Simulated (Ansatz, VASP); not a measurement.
**AlNi in VASP and in Ansatz**

Contents of INCAR:

```
SYSTEM = AlNi
  ALGO = Fast
  EDIFF = 1E-7
  EDIFFG = -0.015
  ENCUT = 600
  GGA = PS
  IBRION = 2
  ISIF = 3
  ISMEAR = 0
  LASPH = .TRUE.
  LCHARG = .FALSE.
  LREAL = .FALSE.
  LWAVE = .FALSE.
  NELM = 60
  NSW = 80
  PREC = Accurate
  SIGMA = 0.1
```

The input KPOINTS:

```
k-points
0
G
  12 12 8
  0 0 0
```

The input POSCAR:

```
AlNi
1.0
    0.0000000000     -2.8623511841      2.8623511841
   -2.8623511841      2.8623511841      0.0000000000
   -2.8623511841     -2.8623511841     -2.8623511841
Al Ni
3 3
Direct
    0.6666666667      0.3333333333      0.1666666667
    0.3333333333      0.6666666667      0.8333333333
    0.0000000000      0.0000000000      0.5000000000
    0.0000000000      1.0000000000      0.0000000000
    0.6666666667      0.3333333333      0.6666666667
    0.3333333333      0.6666666667      0.3333333333
```

Input for Ansatz:

```yaml
crystal:
  lattice:
    - [0.0, -2.8623511841, 2.8623511841]
    - [-2.8623511841, 2.8623511841, 0.0]
    - [-2.8623511841, -2.8623511841, -2.8623511841]
  atoms:
    - { symbol: Al, position: [0.6666666667, 0.3333333333, 0.1666666667] }
    - { symbol: Al, position: [0.3333333333, 0.6666666667, 0.8333333333] }
    - { symbol: Al, position: [0.0, 0.0, 0.5] }
    - { symbol: Ni, position: [0.0, 1.0, 0.0] }
    - { symbol: Ni, position: [0.6666666667, 0.3333333333, 0.6666666667] }
    - { symbol: Ni, position: [0.3333333333, 0.6666666667, 0.3333333333] }
basis:
  ecutwfc: 420
kpoints:
  mp_grid: { grid: [12, 12, 8] }
hamiltonian:
  xc: pbesol
scf:
  occupations: { method: gaussian, width: 0.1 }
output:
  forces: true
  stress: true
  eigenvalues: true
relax:
  adjacent_minimum: "off"
  f_tol: 0.015
  max_steps: 60
  cell: { stress_tol: 0.15 }
```

Alike in both runs: task relaxation of cell and atoms; functional PBEsol; k mesh 12 × 12 × 8; occupations gaussian, width 0.1 eV; no spin polarisation.

|  | VASP | Ansatz |
| --- | --- | --- |
| version | VASP 6.6.1 | Ansatz 0.2.0 |
| potentials or method | VASP PAW PBE potentials, release 64 (Al, Ni), cutoff 600 eV | scalar-relativistic, plane waves, PAW |
| valence electrons in the cell | 39 | 63 |

```csv
,VASP,Ansatz,Ansatz less VASP
"gap on the k mesh at the Fermi level, each at its own relaxed structure (eV)",none,none,-
relaxed volume (Å³/atom),11.73,11.73,0.000
relaxed cell length with the largest relative difference (Å),4.048,4.048,0.0000
```

VASP's potentials were made for PBE, not for PBEsol. A gap of «none» marks a metal or a gap that the smearing closes. VASP's potentials hold 39 valence electrons a cell and Ansatz's 63, so a difference there can come from the potentials and not from the codes.

Noted on VASP's run: the relaxation stopped at its first step, so nothing moved.
